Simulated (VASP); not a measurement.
# BiTe (R-3m) in VASP: notebook

BiTe is run at these levels: PBEsol; tasks: single point.

All numbers are computed with VASP 6.6.1; they aren't measurements. Logs are shortened: lines on timing, memory, paths and dates and some standing lists are left out, and cuts for length are marked.

### Step 1. The cell of the first run

The structure is trigonal, space group R-3m (No. 166). Conventional cell: a = 4.791 Å, b = 4.791 Å, c = 9.037 Å, α = 90.00°, β = 90.00°, γ = 120.00°. Within 4.1 Å of Bi (site symmetry -3m) lie 6 Te at 3.15 Å and 6 Bi at 4.09 Å. Te (site symmetry -3m) has 6 Bi at 3.15 Å and 6 Te at 4.09 Å within 4.1 Å.

### Step 2. Single point, PBEsol (29.94 Å³/atom)

File INCAR:

```
ALGO     = Normal         # electronic algorithm
EDIFF    = 1E-6           # SCF threshold, eV
ENCUT    = 520            # plane-wave cutoff, eV
GGA      = PS             # functional
ISIF     = 2              # what is computed and relaxed
ISMEAR   = 0              # smearing method
LASPH    = True           # aspherical terms in the spheres
LCHARG   = False          # write CHGCAR
LREAL    = False          # projectors in reciprocal space
LWAVE    = False          # write WAVECAR
NBANDS   = 18             # bands
NELM     = 80             # most SCF steps
PREC     = Accurate       # precision mode
SIGMA    = 0.1            # smearing width, eV
```

File KPOINTS:

```
k-points
0
Gamma
  12 12 12
```

File POSCAR:

```
BiTe
1.0
    2.3956623288      1.3831362904      3.0123976925
   -2.3956623288      1.3831362904      3.0123976925
    0.0000000000     -2.7662725809      3.0123976924
Bi Te
1 1
Direct
    0.5000000000      0.5000000000      0.5000000000
    0.0000000000      0.0000000000      0.0000000000
```

Potentials or basis: VASP PAW PBE potentials, release 64 (Bi_d, Te).

Run with:

```bash
> cat potpaw_PBE.64/Bi_d/POTCAR potpaw_PBE.64/Te/POTCAR > POTCAR
> mpirun -np 1 vasp_std > vasp.out
```

OUTCAR:

```text
EDIFF = 1E-6
   ENCUT = 520
   GGA = PS
   ISIF = 2
   ISMEAR = 0
   LASPH = True
   LREAL = False
   NELM = 80
   PREC = Accurate

 ion  position               nearest neighbor table
   1  0.500  0.500  0.500-   2 3.15   2 3.15   2 3.15   2 3.15   2 3.15   2 3.15
   2  0.000  0.000  0.000-   1 3.15   1 3.15   1 3.15   1 3.15   1 3.15   1 3.15

  LATTYP: Found a trigonal (rhomboedric) cell.
 ALAT       =     4.0898415433
 COS(alpha) =     0.3137723088

  Lattice vectors:

 A1 = (   2.3956623288,   1.3831362904,   3.0123976925)
 A2 = (  -2.3956623288,   1.3831362904,   3.0123976925)
 A3 = (   0.0000000000,  -2.7662725809,   3.0123976924)

Analysis of symmetry for initial positions (statically):
=====================================================================
 Subroutine PRICEL returns:
 Original cell was already a primitive cell.

 Routine SETGRP: Setting up the symmetry group for a
 trigonal (rhombohedral) supercell.

 Subroutine GETGRP returns: Found 12 space group operations
 (whereof 12 operations were pure point group operations)
 out of a pool of 12 trial point group operations.

The static configuration has the point symmetry D_3d.

Analysis of symmetry for dynamics (positions and initial velocities):
=====================================================================
 Subroutine PRICEL returns:
 Original cell was already a primitive cell.

 Routine SETGRP: Setting up the symmetry group for a
 trigonal (rhombohedral) supercell.

 Subroutine GETGRP returns: Found 12 space group operations
 (whereof 12 operations were pure point group operations)
 out of a pool of 12 trial point group operations.

The dynamic configuration has the point symmetry D_3d.

 Subroutine INISYM returns: Found 12 space group operations
 (whereof 12 operations are pure point group operations),
 and found     1 'primitive' translations

----------------------------------------------------------------------------------------

                                     Primitive cell

  volume of cell :      59.8900

  direct lattice vectors                    reciprocal lattice vectors
     2.395662329  1.383136290  3.012397693     0.208710549  0.120499092  0.110653827
    -2.395662329  1.383136290  3.012397693    -0.208710549  0.120499092  0.110653827
     0.000000000 -2.766272581  3.012397692     0.000000000 -0.240998183  0.110653827

  length of vectors
     4.089841543  4.089841543  4.089841543     0.265187469  0.265187469  0.265187469

  position of ions in fractional coordinates (direct lattice)
     0.500000000  0.500000000  0.500000000
     0.000000000  0.000000000  0.000000000

  ion indices of the primitive-cell ions
   primitive index   ion index
                 1           1
                 2           2

----------------------------------------------------------------------------------------

 KPOINTS: k-points

Automatic generation of k-mesh.
 Grid dimensions read from file:
 generate k-points for:   12   12   12

 Generating k-lattice:

  Cartesian coordinates                     Fractional coordinates (reciprocal lattice)
     0.017392546  0.010041591  0.009221152     0.083333333  0.000000000  0.000000000
    -0.017392546  0.010041591  0.009221152     0.000000000  0.083333333  0.000000000
     0.000000000 -0.020083182  0.009221152     0.000000000  0.000000000  0.083333333

  Length of vectors
     0.022098956  0.022098956  0.022098956

  Shift w.r.t. Gamma in fractional coordinates (k-lattice)
     0.000000000  0.000000000  0.000000000

 Subroutine IBZKPT returns following result:
 ===========================================

 Found    189 irreducible k-points:

 Following reciprocal coordinates:
            Coordinates               Weight
  0.000000  0.000000  0.000000      1.000000
  0.083333  0.000000  0.000000      6.000000
  0.166667  0.000000  0.000000      6.000000
  0.250000  0.000000  0.000000      6.000000
  0.333333  0.000000  0.000000      6.000000
  0.416667  0.000000  0.000000      6.000000
[... 16 lines left out ...]
  0.500000  0.166667 -0.000000     12.000000
 -0.416667  0.166667  0.000000     12.000000
 [... further k-points ...]
   k-points           NKPTS =    189   k-points in BZ     NKDIM =    189   number of bands    NBANDS=     18
   number of dos      NEDOS =    301   number of ions     NIONS =      2
   total plane-waves  NPLWV =  27000
   dimension x,y,z NGX =    30 NGY =   30 NGZ =   30
   dimension x,y,z NGXF=    60 NGYF=   60 NGZF=   60
   ions per type =               1   1
   NGX,Y,Z   is equivalent  to a cutoff of  12.19, 12.19, 12.19 a.u.
   NGXF,Y,Z  is equivalent  to a cutoff of  24.39, 24.39, 24.39 a.u.
 SYSTEM =  unknown system
   PREC   = accura    normal or accurate (medium, high low for compatibility)
   ISTART =      0    job   : 0-new  1-cont  2-samecut
   ICHARG =      2    charge: 1-file 2-atom 10-const
   ISPIN  =      1    spin polarized calculation?
   LNONCOLLINEAR =      F non collinear calculations
   LSORBIT =      F    spin-orbit coupling
   LASPH  =      T    aspherical Exc in radial PAW
   ENCUT  =  520.0 eV  38.22 Ry    6.18 a.u.   7.60  7.60  7.60*2*pi/ulx,y,z
   NELM   =     80;   NELMIN=  2; NELMDL= -5     # of ELM steps
   EDIFF  = 0.1E-05   stopping-criterion for ELM
   LREAL  =      F    real-space projection
   EDIFFG = 0.1E-04   stopping-criterion for IOM
   NSW    =      0    number of steps for IOM
   IBRION =     -1    ionic relax: 0-MD 1-quasi-New 2-CG
   NFREE  =      0    steps in history (QN), initial steepest desc. (CG)
   ISIF   =      2    stress and relaxation
   ISYM   =      2    0-nonsym 1-usesym 2-fastsym
   POTIM  = 0.5000    time-step for ionic-motion
   TEBEG  =    0.0;   TEEND  =   0.0 temperature during run
   PSTRESS=    0.0 pullay stress
   NELECT =      21.0000    total number of electrons
   NUPDOWN=      -1.0000    fix difference up-down
   EMIN   =  10.00;   EMAX   =-10.00  energy-range for DOS
   EFERMI =   0.00;   METHOD = LEGACY
   ISMEAR =     0;   SIGMA  =   0.10  broadening in eV -4-tet -1-fermi 0-gaus
   EFERMI_NEDOS =   21; number of points for ismear=-14 and -15
   IALGO  =     38    algorithm
   IMIX   =      4    mixing-type and parameters
     AMIX     =   0.40;   BMIX     =  1.00
     AMIX_MAG =   1.60;   BMIX_MAG =  1.00
  volume/ion in A,a.u.               =      29.94       202.08
  Fermi-wavevector in a.u.,A,eV,Ry     =   1.154418  2.181534 18.132235  1.332682
  Thomas-Fermi vector in A             =   2.291055
   LORBIT       =      0    0 simple, 1 ext, 2 COOP (PROOUT), +10 PAW based schemes
   GGA     = PS    functional components
   LHFCALC =     F    Hartree Fock is set to
   AEXX    =    0.0000 exact exchange contribution
   IVDW    =     0    specifies the selected vdW correction
   LEPSILON=     F    determine dielectric tensor
   LRPA    =     F    only Hartree local field effects (RPA)
 non-spin polarized calculation
 Gauss-broadening in eV      SIGMA  =   0.10
  energy-cutoff  :      520.00
  volume of cell :       59.89
 maximum number of plane-waves:      1637
   NGX = 15   NGY = 15   NGZ = 15

 number of electron      21.0000012 magnetization

 Free energy of the ion-electron system (eV)
  ---------------------------------------------------
  ext. energy  EPLUGINS =         0.00000000
  ---------------------------------------------------
  free energy    TOTEN  =        -7.97851807 eV

  energy without entropy =       -7.97347120  energy(sigma->0) =       -7.97599463

 E-fermi :   7.9207     XC(G=0): -10.1901

 val. band max:        7.9088135000   @ k =  -0.2500   0.3333   0.0833
 cond. band min:       7.9438934791   @ k =   0.4167   0.1667   0.0833
 fundamental gap:      0.0350799791
 Fermi energy:         7.9207207484

 k-point     1 :       0.0000    0.0000    0.0000
  band No.  band energies     occupation
      1     -15.2346      2.00000
      2     -15.2346      2.00000
      3     -15.2222      2.00000
      4     -15.2222      2.00000
      5     -15.1913      2.00000
      6      -6.2938      2.00000
[... 10 lines left out ...]
     17      15.3349      0.00000
     18      15.3351      0.00000

 k-point     2 :       0.0833    0.0000    0.0000
  band No.  band energies     occupation
      1     -15.2344      2.00000
      2     -15.2341      2.00000
      3     -15.2230      2.00000
      4     -15.2213      2.00000
      5     -15.1913      2.00000
      6      -6.2267      2.00000
[... 10 lines left out ...]
     17      15.3886      0.00000
     18      15.6263      0.00000

 k-point     3 :       0.1667    0.0000    0.0000
  band No.  band energies     occupation
      1     -15.2339      2.00000
      2     -15.2335      2.00000
      3     -15.2251      2.00000
      4     -15.2184      2.00000
      5     -15.1911      2.00000
      6      -6.0260      2.00000
[... 10 lines left out ...]
     17      16.0796      0.00000
     18      16.5461      0.00000

 k-point     4 :       0.2500    0.0000    0.0000
  band No.  band energies     occupation
      1     -15.2338      2.00000
      2     -15.2335      2.00000
      3     -15.2275      2.00000
      4     -15.2141      2.00000
      5     -15.1902      2.00000
      6      -5.6943      2.00000
[... 375 lines left out ...]
      4     -15.2048      2.00000
      5     -15.1877      2.00000
      6      -4.7834      2.00000
[... 10 lines left out ...]
     17      17.4173      0.00000
     18      18.0746      0.00000

 k-point    23 :       0.5000    0.1667   -0.0000
  band No.  band energies     occupation
      1     -15.2412      2.00000
      2     -15.2340      2.00000
      3     -15.2252      2.00000
      4     -15.2045      2.00000
      5     -15.1866      2.00000
      6      -4.2108      2.00000
[... 10 lines left out ...]
     17      17.7616      0.00000
     18      18.7043      0.00000

 k-point    24 :      -0.4167    0.1667    0.0000
  band No.  band energies     occupation
      1     -15.2395      2.00000
      2     -15.2346      2.00000
      3     -15.2251      2.00000
      4     -15.2055      2.00000
      5     -15.1874      2.00000
      6      -4.1107      2.00000
[... 10 lines left out ...]
     17      16.8935      0.00000
     18      18.8245      0.00000

 [... further k-points ...]

------------------------ aborting loop because EDIFF is reached ----------------------------------------

  FORCE on cell =-STRESS in cart. coord.  units (eV):
  Direction    XX          YY          ZZ          XY          YZ          ZX
  --------------------------------------------------------------------------------------
  -------------------------------------------------------------------------------------
  Total        1.1415517      1.1415517      1.1513012      0.0000000      0.0000000      0.0000000
  in kB       30.5388055     30.5388055     30.7996223      0.0000000      0.0000000      0.0000000
  external PRESSURE =      30.6257444 kB  Pullay stress =       0.0000000 kB

 VOLUME and BASIS-vectors are now :
 -----------------------------------------------------------------------------
  energy-cutoff  :      520.00
  volume of cell :       59.89
      direct lattice vectors                 reciprocal lattice vectors
     2.395662329  1.383136290  3.012397693     0.208710549  0.120499092  0.110653827
    -2.395662329  1.383136290  3.012397693    -0.208710549  0.120499092  0.110653827
     0.000000000 -2.766272581  3.012397692     0.000000000 -0.240998183  0.110653827

 POSITION                                       TOTAL-FORCE (eV/Angst)
 -----------------------------------------------------------------------------------
      0.00000     -0.00000      4.51860         0.000000     -0.000000     -0.000000
      0.00000      0.00000      0.00000         0.000000      0.000000      0.000000
 -----------------------------------------------------------------------------------
    total drift:                               -0.000000      0.000000      0.000000

  FREE ENERGIE OF THE ION-ELECTRON SYSTEM (eV)
  ---------------------------------------------------
  free  energy   TOTEN  =        -7.9785180694 eV

  energy  without entropy=       -7.9734712001  energy(sigma->0) =       -7.97599463
```

It took 4.4 min on 1 thread of AMD EPYC 7R13, shared host; peak memory 0.3 GiB.

Results:

```yaml
Free_energy: -7.9785 eV
Pressure: 3.1 GPa
Band_gap_on_the_k_mesh: zero (an odd number of electrons rules out a gap without spin polarisation)
```

Levels at points of the mesh, in eV from the Fermi level:
```tsv
k point	band 6	band 7	band 8	band 9	band 10	band 11	band 12	band 13	band 14	band 15
(0.00, 0.00, 0.00)	-14.21	-7.95	-3.28	-3.28	-1.40	2.22	3.18	3.18	3.63	3.63
(0.50, 0.00, 0.00)	-12.01	-11.78	-1.89	-1.86	-1.08	-0.60	-0.51	0.98	6.34	6.49
(0.50, 0.50, 0.00)	-11.96	-9.96	-6.28	-5.23	-3.15	2.31	3.16	3.97	5.04	8.17
(0.50, 0.50, 0.50)	-11.34	-10.98	-2.78	-2.78	-2.65	-2.08	-1.78	-1.78	8.98	9.62
```

Caveat: the cell stands under pressure; the PAW data sets were made with another functional, which shifts forces and pressure a little; spin-orbit coupling is left out, which moves the levels of the heavy elements.

### Step 3. Single point, PBEsol (30.90 Å³/atom)

This run uses another cell than the first one, of 30.90 Å³/atom.

File INCAR:

```
  ALGO = Normal
  EDIFF = 1E-7
  ENCUT = 520
  GGA = PS
  ISIF = 2
  ISMEAR = 0
  LASPH = T
  LCHARG = F
  LREAL = F
  LWAVE = F
  NBANDS = 18
  NELM = 100
  PREC = Accurate
  SIGMA = 0.1
```

KPOINTS is that of step 2.

File POSCAR:

```
BiTe
1.0
    2.3970288873      1.3839252733      3.1049946678
   -2.3970288873      1.3839252733      3.1049946678
    0.0000000000     -2.7678505466      3.1049946678
Bi Te
1 1
Direct
    0.5000000000      0.5000000000      0.5000000000
    0.0000000000      0.0000000000      0.0000000000
```

Potentials or basis: VASP PAW PBE potentials, release 64 (Bi_d, Te).

Run with:

```bash
> cat potpaw_PBE.64/Bi_d/POTCAR potpaw_PBE.64/Te/POTCAR > POTCAR
> mpirun -np 1 vasp_std > vasp.out
```

OUTCAR:

```text
EDIFF = 1E-7
   ENCUT = 520
   GGA = PS
   ISIF = 2
   ISMEAR = 0
   LASPH = T
   LREAL = F
   NELM = 100
   PREC = Accurate

 ion  position               nearest neighbor table
   1  0.500  0.500  0.500-   2 3.17   2 3.17   2 3.17   2 3.17   2 3.17   2 3.17
   2  0.000  0.000  0.000-   1 3.17   1 3.17   1 3.17   1 3.17   1 3.17   1 3.17

  LATTYP: Found a trigonal (rhomboedric) cell.
 ALAT       =     4.1595659071
 COS(alpha) =     0.3358280784

  Lattice vectors:

 A1 = (   2.3970288873,   1.3839252733,   3.1049946678)
 A2 = (  -2.3970288873,   1.3839252733,   3.1049946678)
 A3 = (   0.0000000000,  -2.7678505466,   3.1049946678)

Analysis of symmetry for initial positions (statically):
=====================================================================
 Subroutine PRICEL returns:
 Original cell was already a primitive cell.

 Routine SETGRP: Setting up the symmetry group for a
 trigonal (rhombohedral) supercell.

 Subroutine GETGRP returns: Found 12 space group operations
 (whereof 12 operations were pure point group operations)
 out of a pool of 12 trial point group operations.

[... 158 lines left out ...]
  free energy    TOTEN  =        -8.00565264 eV

  energy without entropy =       -8.00023630  energy(sigma->0) =       -8.00294447

 E-fermi :   7.5551     XC(G=0): -10.0382

 val. band max:        7.5439638466   @ k =   0.5000   0.5000   0.3333
 cond. band min:       7.5596981176   @ k =   0.4167   0.4167   0.2500
 fundamental gap:      0.0157342710
 Fermi energy:         7.5550503633

 k-point     1 :       0.0000    0.0000    0.0000
  band No.  band energies     occupation
      1     -15.6053      2.00000
      2     -15.6053      2.00000
      3     -15.5946      2.00000
      4     -15.5946      2.00000
      5     -15.5691      2.00000
      6      -6.4857      2.00000
[... 481 lines left out ...]
      5     -15.5648      2.00000
      6      -4.3696      2.00000
[... 10 lines left out ...]
     17      16.5767      0.00000
     18      18.0148      0.00000

 [... further k-points ...]

------------------------ aborting loop because EDIFF is reached ----------------------------------------

  FORCE on cell =-STRESS in cart. coord.  units (eV):
  Direction    XX          YY          ZZ          XY          YZ          ZX
  --------------------------------------------------------------------------------------
  -------------------------------------------------------------------------------------
  Total        0.5504930      0.5504930      0.5494643      0.0000000      0.0000000      0.0000000
  in kB       14.2713267     14.2713267     14.2446577      0.0000000      0.0000000      0.0000000
  external PRESSURE =      14.2624371 kB  Pullay stress =       0.0000000 kB

 VOLUME and BASIS-vectors are now :
 -----------------------------------------------------------------------------
  energy-cutoff  :      520.00
  volume of cell :       61.80
      direct lattice vectors                 reciprocal lattice vectors
     2.397028887  1.383925273  3.104994668     0.208591562  0.120430395  0.107353915
    -2.397028887  1.383925273  3.104994668    -0.208591562  0.120430395  0.107353915
     0.000000000 -2.767850547  3.104994668     0.000000000 -0.240860789  0.107353915

 POSITION                                       TOTAL-FORCE (eV/Angst)
 -----------------------------------------------------------------------------------
      0.00000      0.00000      4.65749         0.000000      0.000000     -0.000000
      0.00000      0.00000      0.00000        -0.000000     -0.000000      0.000000
 -----------------------------------------------------------------------------------
    total drift:                               -0.000000      0.000000     -0.000000

  FREE ENERGIE OF THE ION-ELECTRON SYSTEM (eV)
  ---------------------------------------------------
  free  energy   TOTEN  =        -8.0056526442 eV

  energy  without entropy=       -8.0002363011  energy(sigma->0) =       -8.00294447
```

OSZICAR:

```text
N       E                     dE             d eps       ncg     rms          rms(c)
DAV:   1     0.158725471692E+03    0.15873E+03   -0.99925E+03  6806   0.115E+03
DAV:   2     0.409860889581E+01   -0.15463E+03   -0.15039E+03  7164   0.313E+02
DAV:   3    -0.770782301481E+01   -0.11806E+02   -0.11698E+02  8468   0.889E+01
DAV:   4    -0.803139941820E+01   -0.32358E+00   -0.32298E+00  8588   0.156E+01
DAV:   5    -0.804299913950E+01   -0.11600E-01   -0.11599E-01  9268   0.276E+00    0.665E+00
DAV:   6    -0.800633492599E+01    0.36664E-01   -0.10124E-01  9966   0.216E+00    0.414E+00
DAV:   7    -0.800640895107E+01   -0.74025E-04   -0.31837E-02  8850   0.102E+00    0.506E-01
DAV:   8    -0.800559895075E+01    0.81000E-03   -0.61048E-03  8746   0.562E-01    0.135E-01
DAV:   9    -0.800565509487E+01   -0.56144E-04   -0.52671E-04  7556   0.140E-01    0.424E-02
DAV:  10    -0.800565460634E+01    0.48853E-06   -0.25749E-05  9472   0.308E-02    0.255E-02
DAV:  11    -0.800565282294E+01    0.17834E-05   -0.48435E-06  9266   0.140E-02    0.414E-03
DAV:  12    -0.800565265937E+01    0.16357E-06   -0.13534E-06  8858   0.849E-03    0.140E-03
DAV:  13    -0.800565264420E+01    0.15171E-07   -0.86815E-08  4706   0.156E-03
   1 F= -.80056526E+01 E0= -.80029445E+01  d E =-.541634E-02
```

Wall time 4.8 min (1 thread of AMD EPYC 7R13, shared host); peak memory 0.3 GiB.

Results:

| Quantity | Value |
| --- | --- |
| Free energy | -8.0057 eV |
| Pressure | 1.4 GPa |
| Band gap on the k mesh | zero (an odd number of electrons rules out a gap without spin polarisation) |

Levels at points of the mesh, in eV from the Fermi level:
```tsv
k point	band 7	band 8	band 9	band 10	band 11	band 12	band 13	band 14
(0.00, 0.00, 0.00)	-8.04	-3.20	-3.20	-1.48	2.10	2.94	2.94	3.74
(0.50, 0.00, 0.00)	-11.67	-1.90	-1.89	-1.07	-0.70	-0.64	0.73	6.52
(0.50, 0.50, 0.00)	-9.97	-6.13	-5.03	-3.27	2.26	3.17	3.89	4.95
(0.50, 0.50, 0.50)	-11.02	-2.66	-2.66	-2.52	-1.93	-1.63	-1.63	8.60
```

Caveat: the PAW data sets were made with another functional, which shifts forces and pressure a little; spin-orbit coupling is left out, which moves the levels of the heavy elements.

(Part 1 of 2 ends here.)

The gap in the log of VASP goes by the Fermi energy; the results here count the filled bands.